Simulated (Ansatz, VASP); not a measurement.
# GaSb: VASP beside Ansatz

```
CELL_PARAMETERS angstrom
0.00000 3.02516 3.02516
3.02516 0.00000 3.02516
3.02516 3.02516 0.00000
ATOMIC_POSITIONS crystal
Ga 0.00000 0.00000 0.00000
Sb 0.25000 0.25000 0.25000
```

Alike in both runs: functional LDA; k mesh 16 × 16 × 16; occupations fermi-dirac, width 0.15 eV; no spin polarisation.

Ansatz relaxed the structure, and its values are those at the end. VASP's run is a single point on that final structure, the one shown.

|  | VASP | Ansatz |
| --- | --- | --- |
| version | VASP 6.6.1 | Ansatz 0.2.0 |
| potentials or method | VASP PAW LDA potentials, release 64 (Ga_d, Sb), cutoff 520 eV | scalar-relativistic, plane waves, PAW |
| valence electrons in the cell | 18 | 28 |

Ansatz gave:

```
gap on the k mesh at the Fermi level (eV) : none
pressure (GPa)                            : 0.0
```

Q: Which values does VASP return?

A: gap on the k mesh at the Fermi level (eV): none; pressure (GPa): 0.2.

Ansatz warns that its potentials were made for another functional, while VASP's fit it. LDA's correlation is that of Perdew and Zunger in VASP and of Perdew and Wang (1992) in Ansatz. A gap of «none» marks a metal or a gap that the smearing closes. VASP's potentials hold 18 valence electrons a cell and Ansatz's 28, so a difference there can come from the potentials and not from the codes.

Spin-orbit coupling is off throughout.
